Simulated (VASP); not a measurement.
Wanted: the native input for a VASP 6.6.1 run.

```yaml
Task: single point
Functional: PBE
Potentials_or_basis: VASP PAW PBE potentials, release 64 (Ta_pv, As)
Cutoff: 520 eV
k_mesh: 6 × 6 × 4
Occupations: gaussian, width 0.1 eV
Spin: no spin polarisation
Dipole_correction: no
Further_INCAR_settings: ALGO = Normal; EDIFF = 1e-06; NBANDS = 24
```

The structure of TaAs lies in POSCAR:

```
TaAs
1.0
    3.7485300717      0.0000000000      0.0000000000
   -1.8742650358      3.2463222689      0.0000000000
    0.0000000000      0.0000000000      6.0031416408
Ta As
2 2
Direct
    0.3333333333      0.6666666667      0.0000000000
    0.6666666667      0.3333333333      0.5000000000
    0.3333333333      0.6666666667      0.3821000000
    0.6666666667      0.3333333333      0.8821000000
```

One way to write it, as run:

INCAR

```
PREC = Accurate ; ENCUT = 520
EDIFF = 1E-6 ; ISMEAR = 0
SIGMA = 0.1 ; LREAL = F
LASPH = T ; NELM = 60
ALGO = Normal ; ISIF = 2
LWAVE = F ; LCHARG = F
GGA = PE ; NBANDS = 24
```

KPOINTS

```
regular mesh
0
Gamma
  6 6 4
```

Potentials or basis: VASP PAW PBE potentials, release 64 (Ta_pv, As).

Run with:

```sh
$ cat potpaw_PBE.64/Ta_pv/POTCAR potpaw_PBE.64/As/POTCAR > POTCAR
$ mpirun -np 1 vasp_std > vasp.out
```

It gave:

```
Pressure               : 55.5 GPa
Largest force          : 0.525 eV/Å
Band gap on the k mesh : zero (bands 16 and 17 overlap by 1.09 eV)
```

Caveat: the stress differs along the axes, from 51 to 57 GPa; spin-orbit coupling is left out, which moves the levels of the heavy elements.

Wall time 17 s on 1 thread of Intel(R) Xeon(R) 6975P-C (Granite Rapids) (shared host), peak memory 0.19 GiB.
